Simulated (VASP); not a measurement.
# NbSnTe4 (P6/mmm) in VASP: further runs, part 2 of 2

VASP 6.6.1.

**5. Relaxation of cell and atoms, PBE**

The input, INCAR:

```
SYSTEM = NbSnTe4
  PREC = Accurate
  ENCUT = 600
  EDIFF = 1E-6
  ISMEAR = 0
  SIGMA = 0.1
  LREAL = .False.
  LASPH = .True.
  NELM = 60
  ALGO = Normal
  ISIF = 3
  LWAVE = .False.
  LCHARG = .False.
  GGA = PE
  IBRION = 2
  NSW = 90
  EDIFFG = -0.04
```

The input, KPOINTS:

```
regular mesh
0
Gamma
  6 6 2
  0 0 0
```

The input, POSCAR:

```
NbSnTe4
1.0
    4.3494730100      0.0000000000      0.0000000000
   -2.1747365100      3.7667541200      0.0000000000
    0.0000000000      0.0000000000      9.1894376500
Nb Sn Te
1 1 4
Direct
    0.0000000000      0.0000000000      0.5000000000
    0.0000000000      0.0000000000      0.0000000000
    0.3333333300      0.6666666700      0.7438020100
    0.3333333300      0.6666666700      0.2561979900
    0.6666666700      0.3333333300      0.7438020100
    0.6666666700      0.3333333300      0.2561979900
```

Potentials or basis: VASP PAW PBE potentials, release 64 (Nb_sv, Sn_d, Te).

Launch:

```
$ cat potpaw_PBE.64/Nb_sv/POTCAR potpaw_PBE.64/Sn_d/POTCAR potpaw_PBE.64/Te/POTCAR > POTCAR
$ mpirun -np 1 vasp_std > vasp.out
```

OUTCAR:

```text
SYSTEM = NbSnTe4
   PREC = Accurate
   ENCUT = 600
   EDIFF = 1E-6
   ISMEAR = 0
   LREAL = .False.
   LASPH = .True.
   NELM = 60
   ISIF = 3
   GGA = PE
   IBRION = 2
   NSW = 90
   EDIFFG = -0.04

 ion  position               nearest neighbor table
   1  0.000  0.000  0.500-   3 3.37   4 3.37   5 3.37   6 3.37   5 3.37   6 3.37   3 3.37   4 3.37
                             5 3.37   6 3.37   3 3.37   4 3.37
   2  0.000  0.000  0.000-   3 3.44   4 3.44   5 3.44   6 3.44   5 3.44   6 3.44   3 3.44   4 3.44
                             5 3.44   6 3.44   3 3.44   4 3.44
   3  0.333  0.667  0.744-   5 2.51   5 2.51   5 2.51   1 3.37   1 3.37   1 3.37   2 3.44   2 3.44
                             2 3.44
   4  0.333  0.667  0.256-   6 2.51   6 2.51   6 2.51   1 3.37   1 3.37   1 3.37   2 3.44   2 3.44
                             2 3.44
   5  0.667  0.333  0.744-   3 2.51   3 2.51   3 2.51   1 3.37   1 3.37   1 3.37   2 3.44   2 3.44
                             2 3.44
   6  0.667  0.333  0.256-   4 2.51   4 2.51   4 2.51   1 3.37   1 3.37   1 3.37   2 3.44   2 3.44
                             2 3.44

  LATTYP: Found a hexagonal cell.
 ALAT       =     4.3494730100
 C/A-ratio  =     2.1127703584

  Lattice vectors:

 A1 = (   4.3494730100,   0.0000000000,   0.0000000000)
 A2 = (  -2.1747365100,   3.7667541200,   0.0000000000)
[... 170 lines left out ...]
  ---------------------------------------------------
  ext. energy  EPLUGINS =         0.00000000
  ---------------------------------------------------
  free energy    TOTEN  =       -14.76053504 eV

  energy without entropy =      -14.71908755  energy(sigma->0) =      -14.73981130

------------------------ aborting loop because EDIFF is reached ----------------------------------------

  FORCE on cell =-STRESS in cart. coord.  units (eV):
  Direction    XX          YY          ZZ          XY          YZ          ZX
  --------------------------------------------------------------------------------------
  -------------------------------------------------------------------------------------
  Total       39.7101063     39.7101063     -2.2843796     -0.0000001      0.0000000      0.0000000
  in kB      422.5895802    422.5895803    -24.3100588     -0.0000006      0.0000000      0.0000000
  external PRESSURE =     273.6230339 kB  Pullay stress =       0.0000000 kB
[... 1511 lines left out ...]
     29       7.9431      0.00000
     30       7.9431      0.00000

[... ionic steps 4 to 13 ...]

--------------------------------------- Ionic step       14  -------------------------------------------

 number of electron      50.9999991 magnetization

------------------------ aborting loop because EDIFF is reached ----------------------------------------
[... 75 lines left out ...]
--------------------------------------- Ionic step       16  -------------------------------------------

 number of electron      50.9999988 magnetization

 Free energy of the ion-electron system (eV)
  ---------------------------------------------------
  ext. energy  EPLUGINS =         0.00000000
  ---------------------------------------------------
  free energy    TOTEN  =       -24.27230723 eV

  energy without entropy =      -24.24553867  energy(sigma->0) =      -24.25892295

 E-fermi :   8.8720     XC(G=0): -10.3718

 val. band max:        8.8494191841   @ k =   0.5000   0.0000   0.0000
 cond. band min:       8.8830403331   @ k =   0.5000   0.0000   0.0000
 fundamental gap:      0.0336211489
 Fermi energy:         8.8720479894
[... 493 lines left out ...]
  FREE ENERGIE OF THE ION-ELECTRON SYSTEM (eV)
  ---------------------------------------------------
  free  energy   TOTEN  =       -24.2723072316 eV

  energy  without entropy=      -24.2455386713  energy(sigma->0) =      -24.25892295

 reached required accuracy - stopping structural energy minimisation
```

OSZICAR:

```text
N       E                     dE             d eps       ncg     rms          rms(c)
DAV:   1     0.549390271946E+03    0.54939E+03   -0.24396E+04   840   0.192E+03
[... 249 lines left out ...]
DAV:   3    -0.242740193327E+02    0.88175E-02   -0.59800E-02  1174   0.843E-01    0.318E-01
DAV:   4    -0.242723731249E+02    0.16462E-02   -0.62840E-03  1160   0.531E-01    0.108E-01
DAV:   5    -0.242722867002E+02    0.86425E-04   -0.13111E-03  1392   0.212E-01    0.123E-01
DAV:   6    -0.242722889933E+02   -0.22932E-05   -0.10370E-04  1226   0.549E-02    0.108E-01
DAV:   7    -0.242723052354E+02   -0.16242E-04   -0.53356E-05  1544   0.342E-02    0.330E-02
DAV:   8    -0.242723072829E+02   -0.20475E-05   -0.54174E-06  1118   0.150E-02    0.129E-02
DAV:   9    -0.242723072316E+02    0.51273E-07   -0.79451E-07   610   0.558E-03
  16 F= -.24272307E+02 E0= -.24258923E+02  d E =-.335119E-02
```

CONTCAR:

```text
NbSnTe4
   1.00000000000000
     5.4479722550503746   -0.0000000015309695    0.0000000000000000
    -2.7239861351138410    4.7180823732247879   -0.0000000000000000
     0.0000000000000000   -0.0000000000000000    6.2417081564267667
  Nb              Sn              Te
     1     1     4
Direct
     0.0000000000000000    0.0000000000000000    0.5000000000000000
     0.0000000000000000    0.0000000000000000    0.0000000000000000
     0.3333333300000021    0.6666666699999979    0.7373942535739860
     0.3333333300000021    0.6666666699999979    0.2626057464260139
     0.6666666699999979    0.3333333300000021    0.7373942535739860
     0.6666666699999979    0.3333333300000021    0.2626057464260139

  0.00000000E+00  0.00000000E+00  0.00000000E+00
  0.00000000E+00  0.00000000E+00  0.00000000E+00
  0.00000000E+00  0.00000000E+00  0.00000000E+00
  0.00000000E+00  0.00000000E+00  0.00000000E+00
  0.00000000E+00  0.00000000E+00  0.00000000E+00
  0.00000000E+00  0.00000000E+00  0.00000000E+00
```

Wall time 15 min (1 thread of Intel Xeon 6975P-C (Granite Rapids), shared host); peak memory 0.39 GiB.

Results:

```yaml
Free_energy: -24.2723 eV
Relaxed_volume: 26.74 Å³/atom
Relaxed_cell: a = 5.448 Å, b = 5.448 Å, c = 6.242 Å, α = 90.00°, β = 90.00°, γ = 120.00°
Space_group_after_relaxing_to_0.05_Å: P6/mmm (No. 191)
Energy_gained_by_relaxing: 1585.3 meV/atom
Ionic_steps: 16
Pressure_after_relaxing: 0.0 GPa
Largest_force_after_relaxing: 0.018 eV/Å
```

Forces in eV/Å, atoms in the order of the input:
```
Nb   0.000  0.000  0.000
Sn   0.000  0.000  0.000
Te   0.000  0.000  0.018
Te   0.000  0.000 -0.018
Te   0.000  0.000  0.018
Te   0.000  0.000 -0.018
```

The path:
| step | energy change (eV) | largest force (eV/Å) | pressure (GPa) | volume (Å³) |
| --- | --- | --- | --- | --- |
| 1 | 0.0000 | 1.0139 | 27.36 | 150.55 |
| 2 | -4.5405 | 0.4536 | -8.19 | 257.23 |
| 3 | -6.0511 | 0.6887 | -3.82 | 208.83 |
| 4 | -7.4196 | 0.6818 | -4.39 | 192.83 |
| 5 | -5.3540 | 4.3992 | 24.39 | 138.04 |
| 6 | -7.8597 | 0.7283 | -4.09 | 185.08 |
| 7 | -9.2453 | 0.2781 | -0.77 | 162.49 |
| 8 | -9.1794 | 0.8528 | 5.87 | 150.50 |
| 9 | -9.4384 | 0.0446 | 0.85 | 158.09 |
| 10 | -9.4562 | 0.3527 | 2.34 | 155.31 |
| 11 | -9.4621 | 0.2088 | 1.66 | 156.49 |
| 12 | -9.4610 | 0.3649 | -0.47 | 162.93 |
| 13 | -9.4993 | 0.2838 | 0.45 | 159.65 |
| 14 | -9.5053 | 0.0031 | -0.76 | 162.31 |
| 15 | -9.5084 | 0.1012 | -0.33 | 161.30 |
| 16 | -9.5118 | 0.0179 | 0.00 | 160.44 |

Final structure:
```xyz
6
Lattice="5.4480 0.0000 0.0000 -2.7240 4.7181 0.0000 0.0000 0.0000 6.2417" Properties=species:S:1:pos:R:3 pbc="T T T"
Nb    0.0000    0.0000    3.1209
Sn    0.0000    0.0000    0.0000
Te    0.0000    3.1454    4.6026
Te    0.0000    3.1454    1.6391
Te    2.7240    1.5727    4.6026
Te    2.7240    1.5727    1.6391
```

Caveat: spin-orbit coupling is left out, which moves the levels of the heavy elements.

**6. Relaxation of cell and atoms, PBE**

This run uses another cell than the first one, of 26.83 Å³/atom, 1.069 times its volume.

The input, INCAR:

```
SYSTEM = NbSnTe4
ALGO = Normal
EDIFF = 1E-6
EDIFFG = -0.04
ENCUT = 600
GGA = PE
IBRION = 2
ISIF = 3
ISMEAR = 0
LASPH = .TRUE.
LCHARG = .FALSE.
LREAL = .FALSE.
LWAVE = .FALSE.
NELM = 60
NSW = 90
PREC = Accurate
SIGMA = 0.1
```

The input, KPOINTS:

```
k-points
0
G
  6 6 4
  0 0 0
```

The input, POSCAR:

```
NbSnTe4
1.0
    5.4584981056      0.0000000000      0.0000000000
   -2.7292490528      4.7271980259      0.0000000000
    0.0000000000      0.0000000000      6.2393124133
Nb Sn Te
1 1 4
Direct
    0.0000000000      0.0000000000      0.5000000000
    0.0000000000      0.0000000000      0.0000000000
    0.3333333333      0.6666666667      0.7377645965
    0.3333333333      0.6666666667      0.2622354035
    0.6666666667      0.3333333333      0.7377645965
    0.6666666667      0.3333333333      0.2622354035
```

Potentials or basis: VASP PAW PBE potentials, release 64 (Nb_sv, Sn_d, Te).

Launch:

```
$ cat potpaw_PBE.64/Nb_sv/POTCAR potpaw_PBE.64/Sn_d/POTCAR potpaw_PBE.64/Te/POTCAR > POTCAR
$ mpirun -np 1 vasp_std > vasp.out
```

Run time: 6.6 min. Hardware: 1 thread of Intel Xeon 6975P-C (Granite Rapids), shared host; peak memory 0.43 GiB.

Results (log left out):

```
Free energy                            : -23.9636 eV
Relaxed volume                         : 26.88 Å³/atom
Relaxed cell                           : a = 5.403 Å, b = 5.403 Å, c = 6.380 Å, α = 90.00°, β = 90.00°, γ = 120.00°
Space group after relaxing (to 0.05 Å) : P6/mmm (No. 191)
Energy gained by relaxing              : 5.3 meV/atom
Ionic steps                            : 6
Pressure after relaxing                : 0.0 GPa
Largest force after relaxing           : 0.005 eV/Å
```

Forces on the atoms (eV/Å):
```
Nb   0.000  0.000  0.000
Sn   0.000  0.000  0.000
Te   0.000  0.000  0.005
Te   0.000  0.000 -0.005
Te   0.000  0.000  0.005
Te   0.000  0.000 -0.005
```

Stress tensor (GPa, compression positive):
```
-0.05  0.00  0.00
 0.00 -0.05  0.00
 0.00  0.00  0.05
```

Step by step:
| step | energy change (eV) | largest force (eV/Å) | pressure (GPa) | volume (Å³) |
| --- | --- | --- | --- | --- |
| 1 | 0.0000 | 0.1386 | 0.17 | 161.00 |
| 2 | -0.0198 | 0.1858 | -0.23 | 161.64 |
| 3 | -0.0219 | 0.2070 | -0.39 | 161.94 |
| 4 | -0.0299 | 0.0816 | 0.20 | 160.56 |
| 5 | -0.0301 | 0.0595 | 0.32 | 160.31 |
| 6 | -0.0318 | 0.0052 | -0.01 | 161.30 |

Final structure:
```yaml
crystal:
  lattice:
    - [5.40302, 0.00000, 0.00000]
    - [-2.70151, 4.67915, 0.00000]
    - [0.00000, 0.00000, 6.38020]
  atoms:
    - { symbol: Nb, position: [0.00000, 0.00000, 0.50000] }
    - { symbol: Sn, position: [0.00000, 0.00000, 0.00000] }
    - { symbol: Te, position: [0.33333, 0.66667, 0.73246] }
    - { symbol: Te, position: [0.33333, 0.66667, 0.26754] }
    - { symbol: Te, position: [0.66667, 0.33333, 0.73246] }
    - { symbol: Te, position: [0.66667, 0.33333, 0.26754] }
```

Levels at points of the mesh, in eV from the Fermi level:
```
           k point  band 21  band 22  band 23  band 24  band 25  band 26  band 27  band 28  band 29  band 30
(0.00, 0.00, 0.00)    -3.22    -3.22    -2.04    -2.04    -0.49     0.06     0.06     0.32     0.99     1.51
(0.50, 0.00, 0.00)    -1.66    -1.45    -0.58    -0.08     0.05     0.43     0.47     0.97     1.19     1.45
(0.00, 0.00, 0.50)    -3.21    -2.45    -2.03    -2.03    -2.01    -1.48     0.03     0.55     0.55     0.69
(0.50, 0.00, 0.50)    -2.22    -1.53    -1.52    -1.13    -0.92    -0.86     0.16     0.16     0.74     0.81
```

Caveat: spin-orbit coupling is left out, which moves the levels of the heavy elements.

**7. Single point, PBE**

This run uses another cell than the first one, of 26.95 Å³/atom, 1.074 times its volume.

The input, INCAR:

```
ALGO = Normal
EDIFF = 1E-6
ENCUT = 520
GGA = PE
ISIF = 2
ISMEAR = 0
LASPH = True
LCHARG = False
LREAL = False
LWAVE = False
NBANDS = 34
NELM = 60
PREC = Accurate
SIGMA = 0.1
```

The input, KPOINTS:

```
k-points
0
Gamma
  12 12 6
```

The input, POSCAR:

```
NbSnTe4
1.0
    5.4151893103      0.0000000000      0.0000000000
   -2.7075946552      4.6896915090      0.0000000000
    0.0000000000      0.0000000000      6.3669821790
Nb Sn Te
1 1 4
Direct
    0.0000000000      0.0000000000      0.5000000000
    0.0000000000      0.0000000000      0.0000000000
    0.3333333333      0.6666666667      0.7327006681
    0.3333333333      0.6666666667      0.2672993319
    0.6666666667      0.3333333333      0.7327006681
    0.6666666667      0.3333333333      0.2672993319
```

Launch:

```
$ cat potpaw_PBE.64/Nb_sv/POTCAR potpaw_PBE.64/Sn_d/POTCAR potpaw_PBE.64/Te/POTCAR > POTCAR
$ mpirun -np 1 vasp_std > vasp.out
```

Wall time 3.3 min (1 thread of Intel Xeon 6975P-C (Granite Rapids), shared host); peak memory 0.53 GiB.

Results (log left out):

* Free energy: -23.8797 eV
* Pressure: -0.1 GPa
* Largest force: 0.004 eV/Å

Forces in eV/Å, atoms in the order of the input:
```
Nb   0.000  0.000  0.000
Sn   0.000  0.000  0.000
Te   0.000  0.000  0.004
Te   0.000  0.000 -0.004
Te   0.000  0.000  0.004
Te   0.000  0.000 -0.004
```

Levels at points of the mesh, in eV from the Fermi level:
```csv
k point,band 24,band 25,band 26,band 27,band 28,band 29
"(0.00, 0.00, 0.00)",-2.01,-0.48,0.08,0.08,0.38,1.03
"(0.50, 0.00, 0.00)",-0.08,0.06,0.46,0.53,0.97,1.19
"(0.00, 0.00, 0.50)",-2.03,-2.00,-1.48,0.01,0.58,0.58
"(0.50, 0.00, 0.50)",-1.14,-0.94,-0.88,0.18,0.20,0.72
```

Caveat: spin-orbit coupling is left out, which moves the levels of the heavy elements.

**8. The runs side by side**

| task | cell | k mesh | cutoff (eV) | gap on the mesh (eV) | pressure (GPa) | relaxed volume (Å³/atom) | largest force (eV/Å) |
| --- | --- | --- | --- | --- | --- | --- | --- |
| single point | a = 4.349, b = 4.349, c = 9.189 Å, angles 90.0, 90.0, 120.0°, 6 atoms | 6 × 6 × 2 | 520 | none | 27.3 | - | 1.01 |
| single point | a = 5.398, b = 5.398, c = 6.386 Å, angles 90.0, 90.0, 120.0°, 6 atoms | 6 × 6 × 4 | 520 | none | 0.0 | - | 0.02 |
| single point | a = 5.458, b = 5.458, c = 6.239 Å, angles 90.0, 90.0, 120.0°, 6 atoms | 6 × 6 × 2 | 520 | none | -0.1 | - | - |
| relaxation of cell and atoms | relaxed from a = 4.349, b = 4.349, c = 9.189 Å, angles 90.0, 90.0, 120.0°, 6 atoms | 6 × 6 × 2 | 600 | none | 0.0 | 26.74 | 0.02 |
| relaxation of cell and atoms | relaxed from a = 5.458, b = 5.458, c = 6.239 Å, angles 90.0, 90.0, 120.0°, 6 atoms | 6 × 6 × 4 | 600 | none | 0.0 | 26.88 | 0.01 |
| single point | a = 5.415, b = 5.415, c = 6.367 Å, angles 90.0, 90.0, 120.0°, 6 atoms | 12 × 12 × 6 | 520 | none | -0.1 | - | - |

Alike in all rows: level PBE; potentials or basis VASP PAW PBE potentials, release 64 (Nb_sv, Sn_d, Te); no spin polarisation; smearing gaussian 0.1 eV.

Caveats: some runs use coarse meshes; spin-orbit coupling is left out, which moves the levels of the heavy elements; forces of over 1 eV/Å act on the atoms, so gaps and moduli don't describe the material at rest (some runs).

Total energies depend on the potentials used, so only differences within one code and one set of settings carry meaning.
